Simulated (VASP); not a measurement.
# Ru (P6_3/mmc) in VASP: single point with PBE

Aim: the single point of Ru with PBE.

Program: VASP 6.6.1. These are calculated values, not measurements. Logs are shortened: lines on timing, memory, paths and dates and some standing lists are left out, and cuts for length are marked.

### Step 1. The cell of the first run

The structure is hexagonal, space group P6_3/mmc (No. 194). The conventional cell has a = 2.722 Å, b = 2.722 Å, c = 4.292 Å, α = 90.00°, β = 90.00°, γ = 120.00°. Ru (site symmetry -6m2) has 12 Ru at 2.66 to 2.72 Å within 3.5 Å.

### Step 2. Single point, PBE

Input file INCAR:

```
SYSTEM = Ru
PREC = Accurate ; ENCUT = 520
EDIFF = 1E-7 ; ISMEAR = 0
SIGMA = 0.1 ; LREAL = .False.
LASPH = .True. ; NELM = 60
ALGO = Normal ; ISIF = 2
LWAVE = .False. ; LCHARG = .False.
GGA = PE ; NBANDS = 21
```

Input file KPOINTS:

```
regular mesh
0
Gamma
  24 24 14
  0 0 0
```

Input file POSCAR:

```
Ru
1.0
    2.7217358276      0.0000000000      0.0000000000
    1.3608679138      2.3570923691      0.0000000000
    0.0000000000      0.0000000000      4.2919005606
Ru
2
Direct
    0.0000000000      0.0000000000      0.1000000000
    0.3333333333      0.3333333333      0.6000000000
```

Potentials or basis: VASP PAW PBE potentials, release 64 (Ru_pv).

Run with:

```bash
$ cat potpaw_PBE.64/Ru_pv/POTCAR > POTCAR
$ mpirun -np 1 vasp_std > vasp.out
```

OUTCAR:

```text
SYSTEM = Ru
   PREC = Accurate
   ENCUT = 520
   EDIFF = 1E-7
   ISMEAR = 0
   LREAL = .False.
   LASPH = .True.
   NELM = 60
   ISIF = 2
   GGA = PE

 ion  position               nearest neighbor table
   1  0.000  0.000  0.100-   2 2.66   2 2.66   2 2.66   2 2.66   2 2.66   2 2.66
   2  0.333  0.333  0.600-   1 2.66   1 2.66   1 2.66   1 2.66   1 2.66   1 2.66

  LATTYP: Found a hexagonal cell.
 ALAT       =     2.7217358276
 C/A-ratio  =     1.5768982857

  Lattice vectors:

 A1 = (  -1.3608679138,  -2.3570923691,   0.0000000000)
 A2 = (   2.7217358276,   0.0000000000,   0.0000000000)
 A3 = (   0.0000000000,   0.0000000000,   4.2919005606)

Analysis of symmetry for initial positions (statically):
=====================================================================
 Subroutine PRICEL returns:
 Original cell was already a primitive cell.

 Routine SETGRP: Setting up the symmetry group for a
 hexagonal supercell.

 Subroutine GETGRP returns: Found 24 space group operations
 (whereof  6 operations were pure point group operations)
 out of a pool of 24 trial point group operations.

The static configuration has the point symmetry C_3v.
 The point group associated with its full space group is D_6h.

Analysis of symmetry for dynamics (positions and initial velocities):
=====================================================================
 Subroutine PRICEL returns:
 Original cell was already a primitive cell.

 Routine SETGRP: Setting up the symmetry group for a
 hexagonal supercell.

 Subroutine GETGRP returns: Found 24 space group operations
 (whereof  6 operations were pure point group operations)
 out of a pool of 24 trial point group operations.

The dynamic configuration has the point symmetry C_3v.
 The point group associated with its full space group is D_6h.

 Subroutine INISYM returns: Found 24 space group operations
 (whereof  6 operations are pure point group operations),
 and found     1 'primitive' translations

----------------------------------------------------------------------------------------

                                     Primitive cell

  volume of cell :      27.5342

  direct lattice vectors                    reciprocal lattice vectors
     2.721735828  0.000000000  0.000000000     0.367412586 -0.212125756  0.000000000
     1.360867914  2.357092369  0.000000000     0.000000000  0.424251511  0.000000000
     0.000000000  0.000000000  4.291900561     0.000000000  0.000000000  0.232997011

  length of vectors
     2.721735828  2.721735828  4.291900561     0.424251511  0.424251511  0.232997011

[... 74 lines left out ...]
   ISPIN  =      1    spin polarized calculation?
   LNONCOLLINEAR =      F non collinear calculations
   LSORBIT =      F    spin-orbit coupling
   LASPH  =      T    aspherical Exc in radial PAW
   ENCUT  =  520.0 eV  38.22 Ry    6.18 a.u.   5.06  5.06  7.98*2*pi/ulx,y,z
   NELM   =     60;   NELMIN=  2; NELMDL= -5     # of ELM steps
   EDIFF  = 0.1E-06   stopping-criterion for ELM
   LREAL  =      F    real-space projection
   EDIFFG = 0.1E-05   stopping-criterion for IOM
   NSW    =      0    number of steps for IOM
   IBRION =     -1    ionic relax: 0-MD 1-quasi-New 2-CG
   NFREE  =      0    steps in history (QN), initial steepest desc. (CG)
   ISIF   =      2    stress and relaxation
   ISYM   =      2    0-nonsym 1-usesym 2-fastsym
   POTIM  = 0.5000    time-step for ionic-motion
   TEBEG  =    0.0;   TEEND  =   0.0 temperature during run
   PSTRESS=    0.0 pullay stress
   NELECT =      28.0000    total number of electrons
   NUPDOWN=      -1.0000    fix difference up-down
   EMIN   =  10.00;   EMAX   =-10.00  energy-range for DOS
   EFERMI =   0.00;   METHOD = LEGACY
   ISMEAR =     0;   SIGMA  =   0.10  broadening in eV -4-tet -1-fermi 0-gaus
   EFERMI_NEDOS =   21; number of points for ismear=-14 and -15
   IALGO  =     38    algorithm
   IMIX   =      4    mixing-type and parameters
     AMIX     =   0.40;   BMIX     =  1.00
     AMIX_MAG =   1.60;   BMIX_MAG =  1.00
  volume/ion in A,a.u.               =      13.77        92.90
  Fermi-wavevector in a.u.,A,eV,Ry     =   1.646279  3.111016 36.874979  2.710234
  Thomas-Fermi vector in A             =   2.735934
   LORBIT       =      0    0 simple, 1 ext, 2 COOP (PROOUT), +10 PAW based schemes
   GGA     = PE    functional components
   LHFCALC =     F    Hartree Fock is set to
   AEXX    =    0.0000 exact exchange contribution
   IVDW    =     0    specifies the selected vdW correction
   LEPSILON=     F    determine dielectric tensor
   LRPA    =     F    only Hartree local field effects (RPA)
 non-spin polarized calculation
 Gauss-broadening in eV      SIGMA  =   0.10
  energy-cutoff  :      520.00
  volume of cell :       27.53
 maximum number of plane-waves:       762
   NGX = 11   NGY = 11   NGZ = 15

 number of electron      27.9999996 magnetization

 Free energy of the ion-electron system (eV)
  ---------------------------------------------------
  ext. energy  EPLUGINS =         0.00000000
  ---------------------------------------------------
  free energy    TOTEN  =       -18.47028048 eV

  energy without entropy =      -18.45991523  energy(sigma->0) =      -18.46509786

 E-fermi :  12.5971     XC(G=0): -14.0334

 val. band max:       12.5961032415   @ k =   0.4167   0.0417   0.4286
 cond. band min:      12.5979451634   @ k =   0.3750   0.0417   0.2857
 fundamental gap:      0.0018419219
 Fermi energy:        12.5970603666

 k-point     1 :       0.0000    0.0000    0.0000
  band No.  band energies     occupation
      1     -31.0124      2.00000
      2     -30.1234      2.00000
      3     -30.1234      2.00000
      4     -29.9575      2.00000
      5     -29.9575      2.00000
      6     -29.9122      2.00000
[... 565 lines left out ...]
     20      23.0232      0.00000
     21      23.5632      0.00000

 [... further k-points ...]
[... 5 lines left out ...]
  --------------------------------------------------------------------------------------
  -------------------------------------------------------------------------------------
  Total       -0.0175402     -0.0175402     -0.0154617      0.0000000      0.0000000      0.0000000
  in kB       -1.0206384     -1.0206384     -0.8996929      0.0000000      0.0000000      0.0000000
  external PRESSURE =      -0.9803232 kB  Pullay stress =       0.0000000 kB

 VOLUME and BASIS-vectors are now :
 -----------------------------------------------------------------------------
  energy-cutoff  :      520.00
  volume of cell :       27.53
      direct lattice vectors                 reciprocal lattice vectors
     2.721735828  0.000000000  0.000000000     0.367412586 -0.212125756  0.000000000
     1.360867914  2.357092369  0.000000000     0.000000000  0.424251511  0.000000000
     0.000000000  0.000000000  4.291900561     0.000000000  0.000000000  0.232997011

 POSITION                                       TOTAL-FORCE (eV/Angst)
 -----------------------------------------------------------------------------------
      0.00000      0.00000      0.42919         0.000000      0.000000      0.000000
      1.36087      0.78570      2.57514        -0.000000     -0.000000     -0.000000
 -----------------------------------------------------------------------------------
    total drift:                                0.000000      0.000000     -0.000041

  FREE ENERGIE OF THE ION-ELECTRON SYSTEM (eV)
  ---------------------------------------------------
  free  energy   TOTEN  =       -18.4702804831 eV

  energy  without entropy=      -18.4599152293  energy(sigma->0) =      -18.46509786
```

stdout:

```text
POSCAR found type information on POSCAR Ru
 POSCAR found :  1 types and       2 ions
 scaLAPACK will be used
 LDA part: xc-table for (Slater+PW92), standard interpolation
 POSCAR, INCAR and KPOINTS ok, starting setup
 FFT: planning ... GRIDC
 FFT: planning ... GRID_SOFT
 FFT: planning ... GRID
 WAVECAR not read
 entering main loop
```

It took 4.2 min on 1 thread of Intel Xeon 8259CL, shared host; peak memory 0.32 GiB.

Results:

```
Free energy            : -18.4703 eV
Pressure               : -0.1 GPa
Band gap on the k mesh : zero (bands 14 and 15 overlap by 3.09 eV)
```

Levels at points of the mesh, in eV from the Fermi level:
```tsv
k point	band 11	band 12	band 13	band 14	band 15	band 16	band 17	band 18
(0.00, 0.00, 0.00)	-2.35	-1.88	-1.88	-1.40	-1.40	1.15	1.15	1.31
(0.50, 0.00, 0.00)	-2.02	-1.79	-1.48	1.36	1.77	1.87	3.97	6.00
(0.00, 0.00, 0.50)	-2.73	-2.73	-2.66	-2.66	0.52	0.52	0.52	0.52
(0.50, 0.00, 0.50)	-1.06	-1.06	0.43	0.43	1.61	1.61	3.33	3.33
```
